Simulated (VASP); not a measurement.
A run of VASP 6.6.1 is set up as follows.

INCAR

```
ALGO = Normal ; EDIFF = 1E-6
ENCUT = 520 ; GGA = PE
ISIF = 2 ; ISMEAR = -1
LASPH = True ; LCHARG = True
LELF = True ; LREAL = False
LVHAR = True ; LWAVE = False
NBANDS = 16 ; NELM = 100
PREC = Accurate ; SIGMA = 0.05
```

Contents of KPOINTS:

```
k-points
0
Gamma
  7 7 5
```

POSCAR

```
Se
1.0
    4.5203796332      0.0000000000      0.0000000000
   -2.2601898166      3.9147635971      0.0000000000
    0.0000000000      0.0000000000      5.0453124951
Se
3
Direct
    0.2189274285      0.0000000000      0.3333333333
    1.0000000000      0.2189274285      0.6666666667
    0.7810725715      0.7810725715      0.0000000000
```

Potentials or basis: VASP PAW PBE potentials, release 64 (Se).

The run is started by

```bash
$ cat potpaw_PBE.64/Se/POTCAR > POTCAR
$ mpirun -np 1 vasp_std > vasp.out
```

(1) What does it give for the pressure?

(2) Predict the largest force.

(3) What does it give for the band gap on the k mesh?

Results:

(1) 0.1 GPa.

(2) 0.022 eV/Å.

(3) 1.43 eV, indirect (least direct gap 1.55 eV).
